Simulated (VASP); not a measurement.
# Co (C2/m) in VASP: a series of runs

Runs on Co. Level: PBE. Tasks: relaxation of cell and atoms, single point.

All numbers are computed with VASP 6.6.1; they aren't measurements. Logs are shortened: lines on timing, memory, paths and dates and some standing lists are left out, and cuts for length are marked.

## Step 1: The cell of the first run

It takes space group C2/m (No. 12, monoclinic). Conventional cell: a = 5.073 Å, b = 3.025 Å, c = 6.718 Å, α = 90.00°, β = 102.17°, γ = 90.00°. Within 1.8 Å of Co (site symmetry m) lie 1 Co at 1.33 Å. Within 1.8 Å of Co (site symmetry m) lie 1 Co at 1.33 Å.

## Step 2: Relaxation of cell and atoms, PBE

File INCAR:

```
PREC     = Accurate       # precision mode
ENCUT    = 600            # plane-wave cutoff, eV
EDIFF    = 1E-7           # SCF threshold, eV
ISMEAR   = 0              # smearing method
SIGMA    = 0.1            # smearing width, eV
LREAL    = F              # projectors in reciprocal space
LASPH    = T              # aspherical terms in the spheres
NELM     = 100            # most SCF steps
ALGO     = Normal         # electronic algorithm
ISIF     = 3              # what is computed and relaxed
LWAVE    = F              # write WAVECAR
LCHARG   = F              # write CHGCAR
GGA      = PE             # functional
IBRION   = 2              # ionic algorithm
NSW      = 90             # ionic steps
EDIFFG   = -0.04          # ionic threshold
```

File KPOINTS:

```
Automatic mesh
0
Gamma
  6 6 4
```

File POSCAR:

```
Co
1.0
    2.5363514373     -1.5125877662      0.0000000000
    2.5363514373      1.5125877662      0.0000000000
   -1.4166767895      0.0000000000      6.5668628947
Co
4
Direct
    0.0504000000      0.0504000000      0.0996000000
    0.9496000000      0.9496000000      0.9004000000
    0.5050000000      0.5050000000      0.6000000000
    0.4950000000      0.4950000000      0.4000000000
```

Potentials or basis: VASP PAW PBE potentials, release 64 (Co).

On the command line:

```bash
$ cat potpaw_PBE.64/Co/POTCAR > POTCAR
$ mpirun -np 1 vasp_std > vasp.out
```

OUTCAR:

```text
PREC = Accurate
   ENCUT = 600
   EDIFF = 1E-7
   ISMEAR = 0
   LREAL = F
   LASPH = T
   NELM = 100
   ISIF = 3
   GGA = PE
   IBRION = 2
   NSW = 90
   EDIFFG = -0.04

 ion  position               nearest neighbor table
   1  0.050  0.050  0.100-   2 1.33   4 2.58   4 2.58   4 2.69   2 3.05   2 3.05
   2  0.950  0.950  0.900-   1 1.33   3 2.58   3 2.58   3 2.69   1 3.05   1 3.05
   3  0.505  0.505  0.600-   4 1.33   2 2.58   2 2.58   2 2.69   4 3.05   4 3.05
   4  0.495  0.495  0.400-   3 1.33   1 2.58   1 2.58   1 2.69   3 3.05   3 3.05

 -----------------------------------------------------------------------------
|                                                                             |
|           W    W    AA    RRRRR   N    N  II  N    N   GGGG   !!!           |
|           W    W   A  A   R    R  NN   N  II  NN   N  G    G  !!!           |
|           W    W  A    A  R    R  N N  N  II  N N  N  G       !!!           |
|           W WW W  AAAAAA  RRRRR   N  N N  II  N  N N  G  GGG   !            |
|           WW  WW  A    A  R   R   N   NN  II  N   NN  G    G                |
|           W    W  A    A  R    R  N    N  II  N    N   GGGG   !!!           |
|                                                                             |
|     The distance between some ions is very small. Please check the          |
|     nearest-neighbor list in the OUTCAR file.                               |
|     I HOPE YOU KNOW WHAT YOU ARE DOING!                                     |
|                                                                             |
 -----------------------------------------------------------------------------

  LATTYP: Found a base centered monoclinic cell.
 ALAT       =     5.0727028746
 B/A-ratio  =     0.5963636363
 C/A-ratio  =     1.3243306311
 COS(beta)  =    -0.2108797750

  Lattice vectors:

 A1 = (   2.5363514373,  -1.5125877662,   0.0000000000)
 A2 = (   2.5363514373,   1.5125877662,   0.0000000000)
 A3 = (  -1.4166767895,   0.0000000000,   6.5668628947)

Analysis of symmetry for initial positions (statically):
=====================================================================
 Subroutine PRICEL returns:
 Original cell was already a primitive cell.

 Routine SETGRP: Setting up the symmetry group for a
 base centered monoclinic supercell.

 Subroutine GETGRP returns: Found  4 space group operations
 (whereof  4 operations were pure point group operations)
 out of a pool of  4 trial point group operations.

The static configuration has the point symmetry C_2h.

Analysis of symmetry for dynamics (positions and initial velocities):
=====================================================================
 Subroutine PRICEL returns:
 Original cell was already a primitive cell.

 Routine SETGRP: Setting up the symmetry group for a
 base centered monoclinic supercell.

 Subroutine GETGRP returns: Found  4 space group operations
 (whereof  4 operations were pure point group operations)
 out of a pool of  4 trial point group operations.

The dynamic configuration has the point symmetry C_2h.

 Subroutine INISYM returns: Found  4 space group operations
 (whereof  4 operations are pure point group operations),
 and found     1 'primitive' translations

----------------------------------------------------------------------------------------

                                     Primitive cell

  volume of cell :      50.3869

  direct lattice vectors                    reciprocal lattice vectors
     2.536351437 -1.512587766  0.000000000     0.197133565 -0.330559331  0.042527848
     2.536351437  1.512587766  0.000000000     0.197133565  0.330559331  0.042527848
    -1.416676790  0.000000000  6.566862895     0.000000000  0.000000000  0.152279713

  length of vectors
     2.953133990  2.953133990  6.717935799     0.387220520  0.387220520  0.152279713

  position of ions in fractional coordinates (direct lattice)
     0.050400000  0.050400000  0.099600000
     0.949600000  0.949600000  0.900400000
     0.505000000  0.505000000  0.600000000
     0.495000000  0.495000000  0.400000000

  ion indices of the primitive-cell ions
   primitive index   ion index
                 1           1
                 2           2
                 3           3
                 4           4

----------------------------------------------------------------------------------------

 KPOINTS: Automatic mesh

Automatic generation of k-mesh.
 Grid dimensions read from file:
 generate k-points for:    6    6    4

 Generating k-lattice:

  Cartesian coordinates                     Fractional coordinates (reciprocal lattice)
     0.032855594 -0.055093222  0.007087975     0.166666667  0.000000000  0.000000000
     0.032855594  0.055093222  0.007087975     0.000000000  0.166666667  0.000000000
     0.000000000  0.000000000  0.038069928     0.000000000  0.000000000  0.250000000

  Length of vectors
     0.064536753  0.064536753  0.038069928

  Shift w.r.t. Gamma in fractional coordinates (k-lattice)
     0.000000000  0.000000000  0.000000000

 Subroutine IBZKPT returns following result:
 ===========================================

 Found     47 irreducible k-points:

 Following reciprocal coordinates:
            Coordinates               Weight
  0.000000  0.000000  0.000000      1.000000
  0.166667  0.000000  0.000000      4.000000
  0.333333  0.000000 -0.000000      4.000000
  0.500000  0.000000  0.000000      2.000000
  0.166667  0.166667  0.000000      2.000000
  0.333333  0.166667  0.000000      4.000000
[... 16 lines left out ...]
 -0.333333  0.166667  0.250000      4.000000
 -0.166667  0.166667  0.250000      4.000000
 [... further k-points ...]
   k-points           NKPTS =     47   k-points in BZ     NKDIM =     47   number of bands    NBANDS=     22
   number of dos      NEDOS =    301   number of ions     NIONS =      4
   total plane-waves  NPLWV =  31104
   dimension x,y,z NGX =    24 NGY =   24 NGZ =   54
   dimension x,y,z NGXF=    48 NGYF=   48 NGZF=  108
   ions per type =               4
   NGX,Y,Z   is equivalent  to a cutoff of  13.51, 13.51, 13.36 a.u.
   NGXF,Y,Z  is equivalent  to a cutoff of  27.02, 27.02, 26.73 a.u.
 SYSTEM =  unknown system
   PREC   = accura    normal or accurate (medium, high low for compatibility)
   ISTART =      0    job   : 0-new  1-cont  2-samecut
   ICHARG =      2    charge: 1-file 2-atom 10-const
   ISPIN  =      1    spin polarized calculation?
   LNONCOLLINEAR =      F non collinear calculations
   LSORBIT =      F    spin-orbit coupling
   LASPH  =      T    aspherical Exc in radial PAW
   ENCUT  =  600.0 eV  44.10 Ry    6.64 a.u.   5.90  5.90 13.42*2*pi/ulx,y,z
   NELM   =    100;   NELMIN=  2; NELMDL= -5     # of ELM steps
   EDIFF  = 0.1E-06   stopping-criterion for ELM
   LREAL  =      F    real-space projection
   EDIFFG = -.4E-01   stopping-criterion for IOM
   NSW    =     90    number of steps for IOM
   IBRION =      2    ionic relax: 0-MD 1-quasi-New 2-CG
   NFREE  =      1    steps in history (QN), initial steepest desc. (CG)
   ISIF   =      3    stress and relaxation
   ISYM   =      2    0-nonsym 1-usesym 2-fastsym
   POTIM  = 0.5000    time-step for ionic-motion
   TEBEG  =    0.0;   TEEND  =   0.0 temperature during run
   PSTRESS=    0.0 pullay stress
   NELECT =      36.0000    total number of electrons
   NUPDOWN=      -1.0000    fix difference up-down
   EMIN   =  10.00;   EMAX   =-10.00  energy-range for DOS
   EFERMI =   0.00;   METHOD = LEGACY
   ISMEAR =     0;   SIGMA  =   0.10  broadening in eV -4-tet -1-fermi 0-gaus
   EFERMI_NEDOS =   21; number of points for ismear=-14 and -15
   IALGO  =     38    algorithm
   IMIX   =      4    mixing-type and parameters
     AMIX     =   0.40;   BMIX     =  1.00
     AMIX_MAG =   1.60;   BMIX_MAG =  1.00
  volume/ion in A,a.u.               =      12.60        85.01
  Fermi-wavevector in a.u.,A,eV,Ry     =   1.463535  2.765679 29.142777  2.141934
  Thomas-Fermi vector in A             =   2.579618
   LORBIT       =      0    0 simple, 1 ext, 2 COOP (PROOUT), +10 PAW based schemes
   GGA     = PE    functional components
   LHFCALC =     F    Hartree Fock is set to
   AEXX    =    0.0000 exact exchange contribution
   IVDW    =     0    specifies the selected vdW correction
   LEPSILON=     F    determine dielectric tensor
   LRPA    =     F    only Hartree local field effects (RPA)
 conjugate gradient relaxation of ions
 non-spin polarized calculation
 Gauss-broadening in eV      SIGMA  =   0.10
  energy-cutoff  :      600.00
  volume of cell :       50.39
 maximum number of plane-waves:      1700
   NGX = 11   NGY = 11   NGZ = 27

--------------------------------------- Ionic step        1  -------------------------------------------

 number of electron      36.0000000 magnetization

 Free energy of the ion-electron system (eV)
  ---------------------------------------------------
  ext. energy  EPLUGINS =         0.00000000
  ---------------------------------------------------
  free energy    TOTEN  =        -8.00568736 eV

  energy without entropy =       -7.95279179  energy(sigma->0) =       -7.97923958

------------------------ aborting loop because EDIFF is reached ----------------------------------------

  FORCE on cell =-STRESS in cart. coord.  units (eV):
  Direction    XX          YY          ZZ          XY          YZ          ZX
  --------------------------------------------------------------------------------------
  -------------------------------------------------------------------------------------
  Total       -5.1546367     -6.8548103     53.0840266      0.0000000      0.0000000     -0.5582030
  in kB     -163.9044283   -217.9656540   1687.9379704      0.0000000      0.0000000    -17.7494466
  external PRESSURE =     435.3559627 kB  Pullay stress =       0.0000000 kB
[... 1923 lines left out ...]
     21      10.1744      0.00367
     22      10.3379      0.00000

 [... further k-points ...]

[... ionic steps 4 to 45 ...]

--------------------------------------- Ionic step       46  -------------------------------------------

 number of electron      35.9999975 magnetization

------------------------ aborting loop because EDIFF is reached ----------------------------------------

  FORCE on cell =-STRESS in cart. coord.  units (eV):
  Direction    XX          YY          ZZ          XY          YZ          ZX
  --------------------------------------------------------------------------------------
  -------------------------------------------------------------------------------------
  Total        0.0163605     -0.0021267     -0.0268937      0.0000000      0.0000000      0.0131315
  in kB        0.6370954     -0.0828148     -1.0472710      0.0000000      0.0000000      0.5113559
  external PRESSURE =      -0.1643301 kB  Pullay stress =       0.0000000 kB
[... 61 lines left out ...]
  energy  without entropy=      -27.2515410067  energy(sigma->0) =      -27.27290395

--------------------------------------- Ionic step       48  -------------------------------------------

 number of electron      35.9999975 magnetization

 Free energy of the ion-electron system (eV)
  ---------------------------------------------------
  ext. energy  EPLUGINS =         0.00000000
  ---------------------------------------------------
  free energy    TOTEN  =       -27.29455922 eV

  energy without entropy =      -27.25194993  energy(sigma->0) =      -27.27325458

 E-fermi :  10.8259     XC(G=0): -13.7423

 val. band max:       10.8139270900   @ k =   0.3333   0.0000   0.2500
 cond. band min:      10.8378540822   @ k =   0.3333   0.3333   0.5000
 fundamental gap:      0.0239269922
 Fermi energy:        10.8259067908

 k-point     1 :       0.0000    0.0000    0.0000
  band No.  band energies     occupation
      1       1.7973      2.00000
      2       4.1466      2.00000
      3       4.1486      2.00000
      4       6.0395      2.00000
      5       8.5136      2.00000
      6       8.5175      2.00000
[... 622 lines left out ...]
  FREE ENERGIE OF THE ION-ELECTRON SYSTEM (eV)
  ---------------------------------------------------
  free  energy   TOTEN  =       -27.2945592234 eV

  energy  without entropy=      -27.2519499290  energy(sigma->0) =      -27.27325458

 reached required accuracy - stopping structural energy minimisation
```

Run time: 39 min. Hardware: 1 thread of Intel Xeon Platinum 8488C (Sapphire Rapids), shared host; peak memory 0.22 GiB.

What came out:

- Free energy: -27.2946 eV
- Relaxed volume: 10.29 Å³/atom
- Relaxed cell: a = 2.447 Å, b = 2.447 Å, c = 8.059 Å, α = 98.74°, β = 98.74°, γ = 60.01°
- Space group after relaxing (to 0.05 Å): Fm-3m (No. 225)
- Energy gained by relaxing: 4822.2 meV/atom
- Ionic steps: 48
- Pressure after relaxing: 0.0 GPa
- Largest force after relaxing: 0.039 eV/Å

Forces on the atoms (eV/Å):
```
Co   0.002  0.000 -0.010
Co  -0.002  0.000  0.010
Co  -0.033  0.000  0.020
Co   0.033  0.000 -0.020
```

Step by step:
```csv
step,energy change (eV),largest force (eV/Å),pressure (GPa),volume (Å³)
1,0.0000,22.6285,43.54,50.39
3,-5.5326,12.0601,58.70,74.94
5,-13.1812,0.3389,-29.65,79.02
7,-13.2664,1.6637,-19.87,78.24
9,-15.0960,4.8577,17.69,56.84
11,-16.8797,1.0175,8.88,48.42
13,-16.9539,0.6096,12.00,45.73
15,-18.1165,0.2569,-19.56,48.00
17,-18.7077,0.6158,-8.02,43.73
19,-18.7893,0.4063,-2.13,42.48
21,-18.8053,0.4733,1.85,41.78
23,-18.8383,0.2799,-1.31,42.26
25,-18.8628,0.3743,2.50,41.57
27,-18.8960,0.4585,0.95,41.78
29,-18.9662,0.8067,-5.00,42.68
31,-18.9816,0.7779,-3.82,42.45
33,-19.0555,0.9298,-2.07,41.97
35,-19.1946,0.6691,1.32,41.11
37,-19.2201,0.4737,4.01,40.62
39,-19.2548,0.3417,-2.51,41.61
41,-19.2729,0.2398,0.88,41.03
43,-19.2863,0.0940,-0.70,41.26
45,-19.2878,0.0624,0.57,41.04
47,-19.2886,0.0527,-0.15,41.17
48,-19.2889,0.0388,-0.03,41.15
```

Final structure:
```
Co
1.0
     2.11815   -1.22375   -0.05893
     2.11815    1.22375   -0.05893
    -1.19264    0.00000    7.97004
Co
4
Direct
  0.12452 0.12452 0.37510
  0.87548 0.87548 0.62490
  0.62697 0.62697 0.87482
  0.37303 0.37303 0.12518
```

Caveat: the k points lie up to 0.50 Å⁻¹ apart in the final cell; the volume moved by over 15 % at a fixed basis, so the end points are rough; the bands computed are all filled at some k points, so no gap is given; the run has no spin polarisation, though such a crystal can be magnetic. Spin polarisation is off, so any magnetic state and its effect on volume and gap are missing.

## Step 3: Single point, PBE, collinear spin, ferromagnetic start

File INCAR:

```
SYSTEM = Co
PREC     = Accurate       ! precision mode
ENCUT    = 520            ! plane-wave cutoff, eV
EDIFF    = 1E-6           ! SCF threshold, eV
ISMEAR   = 0              ! smearing method
SIGMA    = 0.1            ! smearing width, eV
LREAL    = .False.        ! projectors in reciprocal space
LASPH    = .True.         ! aspherical terms in the spheres
NELM     = 150            ! most SCF steps
ALGO     = Normal         ! electronic algorithm
ISIF     = 2              ! what is computed and relaxed
LWAVE    = .False.        ! write WAVECAR
LCHARG   = .False.        ! write CHGCAR
ISPIN    = 2              ! spin polarisation
MAGMOM   = 3 3 3 3        ! initial moments
LORBIT   = 11             ! projections on sites
LMAXMIX  = 4              ! l up to which the mixer works
GGA      = PE             ! functional
NBANDS   = 30             ! bands
```

File KPOINTS:

```
Automatic mesh
0
Gamma
  8 8 4
  0 0 0
```

POSCAR is that of step 2.

Potentials or basis: VASP PAW PBE potentials, release 64 (Co).

On the command line:

```bash
$ cat potpaw_PBE.64/Co/POTCAR > POTCAR
$ mpirun -np 1 vasp_std > vasp.out
```

Run time: 4.6 min. Hardware: 1 thread of Intel Xeon Platinum 8488C (Sapphire Rapids), shared host; peak memory 0.29 GiB.

Results (log left out):

* Free energy: -8.0435 eV
* Pressure: 44.1 GPa
* Largest force: 22.494 eV/Å
* Net moment: 2.55 μB per cell
* Site moments: Co +0.62 μB
* Valence electrons inside the program's atomic spheres: Co 8.78, 8.77

Forces in eV/Å, atoms in the order of the input:
```
Co    3.821   0.000  22.167
Co   -3.821   0.000 -22.167
Co   -3.938   0.000  22.131
Co    3.938   0.000 -22.131
```

Stress tensor (GPa, compression positive):
```
-16.31   0.00  -1.25
  0.00 -21.50   0.00
 -1.25   0.00 170.03
```

Levels at points of the mesh, in eV from the Fermi level:
Spin up:
```tsv
k point	band 15	band 16	band 17	band 18	band 19	band 20	band 21	band 22	band 23	band 24
(0.00, 0.00, 0.00)	-1.21	-1.12	-0.99	-0.91	-0.86	-0.15	0.33	0.74	1.01	6.72
(0.50, 0.00, 0.00)	-1.20	-1.17	-0.57	-0.53	-0.32	0.00	0.25	0.31	3.49	3.52
(0.50, 0.50, 0.00)	-1.10	-0.68	-0.53	-0.52	-0.48	-0.30	0.57	1.13	2.45	4.26
(0.00, 0.00, 0.50)	-1.21	-1.17	-1.11	-1.08	0.44	0.48	0.49	0.52	2.40	2.45
(0.50, 0.00, 0.50)	-1.10	-0.84	-0.62	-0.49	-0.45	-0.37	0.19	1.02	2.56	3.72
(0.50, 0.50, 0.50)	-1.03	-1.03	-0.61	-0.49	-0.25	0.17	0.23	0.61	3.22	3.39
```
Spin down:
```
           k point  band 13  band 14  band 15  band 16  band 17  band 18  band 19  band 20
(0.00, 0.00, 0.00)    -2.22    -1.68    -0.54    -0.45    -0.28    -0.13    -0.12     0.54
(0.50, 0.00, 0.00)    -1.28    -1.11    -0.79    -0.76     0.26     0.26     0.35     0.61
(0.50, 0.50, 0.00)    -1.65    -1.47    -0.52    -0.02     0.04     0.24     0.29     0.33
(0.00, 0.00, 0.50)    -1.71    -1.64    -0.43    -0.42    -0.36    -0.34     1.07     1.14
(0.50, 0.00, 0.50)    -1.54    -1.48    -0.56    -0.28     0.14     0.16     0.24     0.36
(0.50, 0.50, 0.50)    -1.17    -1.11    -0.65    -0.55     0.22     0.30     0.31     0.83
```

Caveat: forces of over 1 eV/Å act on the atoms, so gaps and moduli don't describe the material at rest.
